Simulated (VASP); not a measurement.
Write the native input for VASP 6.6.1 that does the following.

| Property | Result |
| --- | --- |
| Task | single point |
| Functional | PBE |
| Potentials or basis | VASP PAW PBE potentials, release 64 (Ir) |
| Cutoff | 520 eV |
| k mesh | 15 × 15 × 15 |
| Occupations | methfessel-paxton, width 0.05 eV |
| Spin | no spin polarisation |
| Dipole correction | no |
| Further INCAR settings | ALGO = Normal; EDIFF = 1e-06; NBANDS = 10 |

The structure of Ir lies in POSCAR:

```
Ir
1.0
    0.0000000000      1.9408081540      1.9408081540
    1.9408081540      0.0000000000      1.9408081540
    1.9408081540      1.9408081540      0.0000000000
Ir
1
Direct
    0.0000000000      0.0000000000      0.0000000000
```

One way to write it, as run:

INCAR

```
SYSTEM = Ir
PREC = Accurate
ENCUT = 520
EDIFF = 1E-6
ISMEAR = 1
SIGMA = 0.05
LREAL = .False.
LASPH = .True.
NELM = 80
ALGO = Normal
ISIF = 2
LWAVE = .False.
LCHARG = .False.
GGA = PE
NBANDS = 10
```

KPOINTS

```
Automatic mesh
0
Gamma
  15 15 15
  0 0 0
```

Potentials or basis: VASP PAW PBE potentials, release 64 (Ir).

The run is started by

```console
$ cat potpaw_PBE.64/Ir/POTCAR > POTCAR
$ mpirun -np 1 vasp_std > vasp.out
```

It gave:

```
Pressure : -2.6 GPa
```

It took 38 s on 1 thread of AMD EPYC 7R13, with other jobs on the host, peak memory 0.11 GiB.
